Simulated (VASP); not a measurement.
# C (Fd-3m) in VASP: a series of runs

C is run at these levels: PBE, PBEsol; tasks: single point.

Everything below comes from runs of VASP 6.6.1. Logs are shortened: lines on timing, memory, paths and dates and some standing lists are left out, and cuts for length are marked.

## (1) The cell of the first run

Symmetry: Fd-3m, No. 227, cubic system. Conventional cell: a = 3.637 Å, b = 3.637 Å, c = 3.637 Å, α = 90.00°, β = 90.00°, γ = 90.00°. Within 2.1 Å of C (site symmetry -43m) lie 4 C at 1.57 Å.

## (2) Single point, PBE (strained)

INCAR reads:

```
SYSTEM = C
ALGO = Normal
EDIFF = 1E-6
ENCUT = 520
GGA = PE
ISIF = 2
ISMEAR = 0
LASPH = .True.
LCHARG = .False.
LREAL = .False.
LWAVE = .False.
NBANDS = 11
NELM = 100
PREC = Accurate
SIGMA = 0.02
```

KPOINTS reads:

```
k-points
0
Gamma
  12 12 12
  0 0 0
```

POSCAR reads:

```
C
1.0
    0.0000000000      1.8184616440      1.8184616440
    1.8184616440      0.0000000000      1.8184616440
    1.8184616440      1.8184616440      0.0000000000
C
2
Direct
    0.5000000000      0.5000000000      0.5000000000
    0.7500000000      0.7500000000      0.7500000000
```

Potentials or basis: VASP PAW PBE potentials, release 64 (C).

Launch:

```bash
$ cat potpaw_PBE.64/C/POTCAR > POTCAR
$ mpirun -np 1 vasp_std > vasp.out
```

OUTCAR:

```text
SYSTEM = C
   EDIFF = 1E-6
   ENCUT = 520
   GGA = PE
   ISIF = 2
   ISMEAR = 0
   LASPH = .True.
   LREAL = .False.
   NELM = 100
   PREC = Accurate

 ion  position               nearest neighbor table
   1  0.500  0.500  0.500-   2 1.57   2 1.57   2 1.57   2 1.57
   2  0.750  0.750  0.750-   1 1.57   1 1.57   1 1.57   1 1.57

  LATTYP: Found a face centered cubic cell.
 ALAT       =     3.6369232880

  Lattice vectors:

 A1 = (   0.0000000000,   1.8184616440,   1.8184616440)
 A2 = (   1.8184616440,   0.0000000000,   1.8184616440)
 A3 = (   1.8184616440,   1.8184616440,   0.0000000000)

Analysis of symmetry for initial positions (statically):
=====================================================================
 Subroutine PRICEL returns:
 Original cell was already a primitive cell.

 Routine SETGRP: Setting up the symmetry group for a
 face centered cubic supercell.

 Subroutine GETGRP returns: Found 48 space group operations
 (whereof 24 operations were pure point group operations)
 out of a pool of 48 trial point group operations.

The static configuration has the point symmetry T_d .
 The point group associated with its full space group is O_h .

Analysis of symmetry for dynamics (positions and initial velocities):
=====================================================================
 Subroutine PRICEL returns:
 Original cell was already a primitive cell.

 Routine SETGRP: Setting up the symmetry group for a
 face centered cubic supercell.

 Subroutine GETGRP returns: Found 48 space group operations
 (whereof 24 operations were pure point group operations)
 out of a pool of 48 trial point group operations.

The dynamic configuration has the point symmetry T_d .
 The point group associated with its full space group is O_h .

 Subroutine INISYM returns: Found 48 space group operations
 (whereof 24 operations are pure point group operations),
 and found     1 'primitive' translations

----------------------------------------------------------------------------------------

                                     Primitive cell

  volume of cell :      12.0266

  direct lattice vectors                    reciprocal lattice vectors
     0.000000000  1.818461644  1.818461644    -0.274957683  0.274957683  0.274957683
     1.818461644  0.000000000  1.818461644     0.274957683 -0.274957683  0.274957683
     1.818461644  1.818461644  0.000000000     0.274957683  0.274957683 -0.274957683

  length of vectors
     2.571693120  2.571693120  2.571693120     0.476240677  0.476240677  0.476240677

  position of ions in fractional coordinates (direct lattice)
     0.500000000  0.500000000  0.500000000
     0.750000000  0.750000000  0.750000000

  ion indices of the primitive-cell ions
   primitive index   ion index
                 1           1
                 2           2

----------------------------------------------------------------------------------------

 KPOINTS: k-points

Automatic generation of k-mesh.
 Grid dimensions read from file:
 generate k-points for:   12   12   12

 Generating k-lattice:

  Cartesian coordinates                     Fractional coordinates (reciprocal lattice)
    -0.022913140  0.022913140  0.022913140     0.083333333  0.000000000  0.000000000
     0.022913140 -0.022913140  0.022913140     0.000000000  0.083333333  0.000000000
     0.022913140  0.022913140 -0.022913140     0.000000000  0.000000000  0.083333333

  Length of vectors
     0.039686723  0.039686723  0.039686723

  Shift w.r.t. Gamma in fractional coordinates (k-lattice)
     0.000000000  0.000000000  0.000000000

 Subroutine IBZKPT returns following result:
 ===========================================

 Found     72 irreducible k-points:

 Following reciprocal coordinates:
            Coordinates               Weight
  0.000000  0.000000  0.000000      1.000000
  0.083333  0.000000  0.000000      8.000000
  0.166667  0.000000  0.000000      8.000000
  0.250000  0.000000  0.000000      8.000000
  0.333333  0.000000  0.000000      8.000000
  0.416667  0.000000  0.000000      8.000000
[... 16 lines left out ...]
  0.500000  0.166667  0.000000     24.000000
 -0.416667  0.166667  0.000000     24.000000
 [... further k-points ...]
   k-points           NKPTS =     72   k-points in BZ     NKDIM =     72   number of bands    NBANDS=     11
   number of dos      NEDOS =    301   number of ions     NIONS =      2
   total plane-waves  NPLWV =   8000
   dimension x,y,z NGX =    20 NGY =   20 NGZ =   20
   dimension x,y,z NGXF=    40 NGYF=   40 NGZF=   40
   ions per type =               2
   NGX,Y,Z   is equivalent  to a cutoff of  12.93, 12.93, 12.93 a.u.
   NGXF,Y,Z  is equivalent  to a cutoff of  25.86, 25.86, 25.86 a.u.
 SYSTEM =  C
   PREC   = accura    normal or accurate (medium, high low for compatibility)
   ISTART =      0    job   : 0-new  1-cont  2-samecut
   ICHARG =      2    charge: 1-file 2-atom 10-const
   ISPIN  =      1    spin polarized calculation?
   LNONCOLLINEAR =      F non collinear calculations
   LSORBIT =      F    spin-orbit coupling
   LASPH  =      T    aspherical Exc in radial PAW
   ENCUT  =  520.0 eV  38.22 Ry    6.18 a.u.   4.78  4.78  4.78*2*pi/ulx,y,z
   NELM   =    100;   NELMIN=  2; NELMDL= -5     # of ELM steps
   EDIFF  = 0.1E-05   stopping-criterion for ELM
   LREAL  =      F    real-space projection
   EDIFFG = 0.1E-04   stopping-criterion for IOM
   NSW    =      0    number of steps for IOM
   IBRION =     -1    ionic relax: 0-MD 1-quasi-New 2-CG
   NFREE  =      0    steps in history (QN), initial steepest desc. (CG)
   ISIF   =      2    stress and relaxation
   ISYM   =      2    0-nonsym 1-usesym 2-fastsym
   POTIM  = 0.5000    time-step for ionic-motion
   TEBEG  =    0.0;   TEEND  =   0.0 temperature during run
   PSTRESS=    0.0 pullay stress
   NELECT =       8.0000    total number of electrons
   NUPDOWN=      -1.0000    fix difference up-down
   EMIN   =  10.00;   EMAX   =-10.00  energy-range for DOS
   EFERMI =   0.00;   METHOD = LEGACY
   ISMEAR =     0;   SIGMA  =   0.02  broadening in eV -4-tet -1-fermi 0-gaus
   EFERMI_NEDOS =   21; number of points for ismear=-14 and -15
   IALGO  =     38    algorithm
   IMIX   =      4    mixing-type and parameters
     AMIX     =   0.40;   BMIX     =  1.00
     AMIX_MAG =   1.60;   BMIX_MAG =  1.00
  volume/ion in A,a.u.               =       6.01        40.58
  Fermi-wavevector in a.u.,A,eV,Ry     =   1.429083  2.700575 27.786869  2.042277
  Thomas-Fermi vector in A             =   2.549075
   LORBIT       =      0    0 simple, 1 ext, 2 COOP (PROOUT), +10 PAW based schemes
   GGA     = PE    functional components
   LHFCALC =     F    Hartree Fock is set to
   AEXX    =    0.0000 exact exchange contribution
   IVDW    =     0    specifies the selected vdW correction
   LEPSILON=     F    determine dielectric tensor
   LRPA    =     F    only Hartree local field effects (RPA)
 non-spin polarized calculation
 Gauss-broadening in eV      SIGMA  =   0.02
  energy-cutoff  :      520.00
  volume of cell :       12.03
 maximum number of plane-waves:       332
   NGX =  9   NGY =  9   NGZ =  9

 number of electron       8.0000001 magnetization

 Free energy of the ion-electron system (eV)
  ---------------------------------------------------
  ext. energy  EPLUGINS =         0.00000000
  ---------------------------------------------------
  free energy    TOTEN  =       -18.14475779 eV

  energy without entropy =      -18.14475779  energy(sigma->0) =      -18.14475779

 E-fermi :   9.0505     XC(G=0): -12.9593

 val. band max:        8.9023760788   @ k =   0.0000   0.0000   0.0000
 cond. band min:      12.9244118126   @ k =   0.3333   0.3333   0.0000
 fundamental gap:      4.0220357338
 Fermi energy:         9.0505272199

 k-point     1 :       0.0000    0.0000    0.0000
  band No.  band energies     occupation
      1     -11.8050      2.00000
      2       8.9024      2.00000
      3       8.9024      2.00000
      4       8.9024      2.00000
      5      14.3319      0.00000
      6      14.3319      0.00000
      7      14.3319      0.00000
      8      20.9207      0.00000
      9      27.4671      0.00000
     10      34.8063      0.00000
     11      34.8063      0.00000

 k-point     2 :       0.0833    0.0000    0.0000
  band No.  band energies     occupation
      1     -11.6203      2.00000
      2       7.7312      2.00000
      3       8.6004      2.00000
      4       8.6004      2.00000
      5      14.7280      0.00000
      6      14.7280      0.00000
      7      14.9783      0.00000
      8      21.1267      0.00000
      9      27.7809      0.00000
     10      32.7853      0.00000
     11      32.7853      0.00000

 k-point     3 :       0.1667    0.0000    0.0000
  band No.  band energies     occupation
      1     -11.0687      2.00000
      2       5.3036      2.00000
      3       7.9402      2.00000
      4       7.9402      2.00000
      5      15.5957      0.00000
      6      15.5957      0.00000
      7      15.9196      0.00000
      8      21.7316      0.00000
      9      28.4429      0.00000
     10      31.2548      0.00000
     11      31.2548      0.00000

 k-point     4 :       0.2500    0.0000    0.0000
  band No.  band energies     occupation
      1     -10.1596      2.00000
      2       2.5808      2.00000
      3       7.2550      2.00000
      4       7.2550      2.00000
      5      16.4189      0.00000
      6      16.4189      0.00000
      7      16.5055      0.00000
      8      22.5895      0.00000
      9      28.8652      0.00000
     10      30.8326      0.00000
     11      30.8326      0.00000
[... 239 lines left out ...]
 k-point    22 :       0.4167    0.1667    0.0000
  band No.  band energies     occupation
      1      -7.8119      2.00000
      2      -0.4823      2.00000
      3       4.8039      2.00000
      4       5.0771      2.00000
      5      15.3540      0.00000
      6      19.3029      0.00000
      7      19.4572      0.00000
      8      21.1205      0.00000
      9      29.2463      0.00000
     10      30.3578      0.00000
     11      35.5102      0.00000

 k-point    23 :       0.5000    0.1667    0.0000
  band No.  band energies     occupation
      1      -6.3303      2.00000
      2      -2.5951      2.00000
      3       4.1257      2.00000
      4       5.1565      2.00000
      5      15.7670      0.00000
      6      19.2202      0.00000
      7      19.3876      0.00000
      8      22.6143      0.00000
      9      28.3556      0.00000
     10      31.6638      0.00000
     11      34.6994      0.00000

 k-point    24 :      -0.4167    0.1667    0.0000
  band No.  band energies     occupation
      1      -5.9443      2.00000
      2      -3.0634      2.00000
      3       3.6685      2.00000
      4       5.5119      2.00000
      5      16.1770      0.00000
      6      18.7581      0.00000
      7      19.3747      0.00000
      8      23.6471      0.00000
      9      27.7036      0.00000
     10      32.4085      0.00000
     11      32.4526      0.00000

 [... further k-points ...]
[... 5 lines left out ...]
  --------------------------------------------------------------------------------------
  -------------------------------------------------------------------------------------
  Total       -1.5625107     -1.5625107     -1.5625107      0.0000000      0.0000000     -0.0000000
  in kB     -208.1570576   -208.1570576   -208.1570576      0.0000000      0.0000000     -0.0000000
  external PRESSURE =    -208.1570576 kB  Pullay stress =       0.0000000 kB

 VOLUME and BASIS-vectors are now :
 -----------------------------------------------------------------------------
  energy-cutoff  :      520.00
  volume of cell :       12.03
      direct lattice vectors                 reciprocal lattice vectors
     0.000000000  1.818461644  1.818461644    -0.274957683  0.274957683  0.274957683
     1.818461644  0.000000000  1.818461644     0.274957683 -0.274957683  0.274957683
     1.818461644  1.818461644  0.000000000     0.274957683  0.274957683 -0.274957683

 POSITION                                       TOTAL-FORCE (eV/Angst)
 -----------------------------------------------------------------------------------
      1.81846      1.81846      1.81846        -0.000000     -0.000000     -0.000000
      2.72769      2.72769      2.72769         0.000000      0.000000      0.000000
 -----------------------------------------------------------------------------------
    total drift:                                0.000000     -0.000000      0.000000

  FREE ENERGIE OF THE ION-ELECTRON SYSTEM (eV)
  ---------------------------------------------------
  free  energy   TOTEN  =       -18.1447577897 eV

  energy  without entropy=      -18.1447577897  energy(sigma->0) =      -18.14475779
```

It took 7.2 s on 1 thread of Intel Xeon Platinum 8259CL at 2.50GHz (Skylake/Cascade Lake), shared host; peak memory 0.12 GiB.

What came out:

```
Free energy            : -18.1448 eV
Pressure               : -20.8 GPa
Band gap on the k mesh : 4.02 eV, indirect (least direct gap 5.43 eV)
```

Caveat: the cell differs from its parent crystal (strained).

## (3) Single point, PBE (strained)

INCAR reads:

```
  PREC = Accurate
  ENCUT = 520
  EDIFF = 1E-6
  ISMEAR = 0
  SIGMA = 0.02
  LREAL = F
  LASPH = T
  NELM = 60
  ALGO = Normal
  ISIF = 2
  LWAVE = F
  LCHARG = F
  GGA = PE
  NBANDS = 11
```

KPOINTS reads:

```
Automatic mesh
0
Gamma
  12 12 12
```

POSCAR reads:

```
C
1.0
    0.0000000000      1.8714464580      1.8714464580
    1.8714464580      0.0000000000      1.8714464580
    1.8714464580      1.8714464580      0.0000000000
C
2
Direct
    0.5000000000      0.5000000000      0.5000000000
    0.7500000000      0.7500000000      0.7500000000
```

Potentials or basis: VASP PAW PBE potentials, release 64 (C).

Launch:

```bash
$ cat potpaw_PBE.64/C/POTCAR > POTCAR
$ mpirun -np 1 vasp_std > vasp.out
```

It took 8.2 s on 1 thread of Intel Xeon Platinum 8259CL at 2.50GHz (Skylake/Cascade Lake), shared host; peak memory 0.12 GiB.

Results (log left out):

```
Free energy            : -17.9122 eV
Pressure               : -46.5 GPa
Band gap on the k mesh : 3.83 eV, indirect (least direct gap 5.19 eV)
```

Levels at points of the mesh, in eV from the valence-band top:
| k point | band 1 | band 2 | band 3 | band 4 | band 5 | band 6 | band 7 | band 8 | band 9 |
| --- | --- | --- | --- | --- | --- | --- | --- | --- | --- |
| (0.00, 0.00, 0.00) | -19.63 | 0.00 | 0.00 | 0.00 | 5.19 | 5.19 | 5.19 | 10.18 | 17.55 |
| (0.50, 0.00, 0.00) | -14.64 | -11.87 | -2.45 | -2.45 | 6.98 | 7.85 | 7.85 | 14.31 | 19.96 |
| (0.50, 0.50, 0.00) | -11.81 | -11.81 | -5.47 | -5.47 | 4.45 | 4.45 | 14.72 | 14.72 | 20.72 |

Caveat: the cell differs from its parent crystal (strained).

[end of part 1 of 2]
